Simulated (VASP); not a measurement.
Here is a VASP 6.6.1 calculation.

Contents of INCAR:

```
PREC = Accurate
ENCUT = 520
EDIFF = 1E-6
ISMEAR = -1
SIGMA = 0.02
LREAL = False
LASPH = True
NELM = 60
ALGO = Normal
ISIF = 2
LWAVE = False
LCHARG = True
GGA = PE
LELF = True
LVHAR = True
NBANDS = 16
```

Contents of KPOINTS:

```
Automatic mesh
0
Gamma
  8 8 8
```

POSCAR

```
GaAs
1.0
    0.0000000000      2.7509237799      2.7509237799
    2.7509237799      0.0000000000      2.7509237799
    2.7509237799      2.7509237799      0.0000000000
Ga As
1 1
Direct
    0.0000000000      0.0000000000      0.0000000000
    0.2500000000      0.2500000000      0.2500000000
```

Potentials or basis: VASP PAW PBE potentials, release 64 (Ga_d, As).

Command:

```sh
$ cat potpaw_PBE.64/Ga_d/POTCAR potpaw_PBE.64/As/POTCAR > POTCAR
$ mpirun -np 1 vasp_std > vasp.out
```

Estimate the band gap on the k mesh.

1.15 eV.

Estimate the pressure.

11.0 GPa.

Caveat: the cell differs from its parent crystal (strain -2.9%); the cell stands under pressure. A k mesh can miss the band edges.
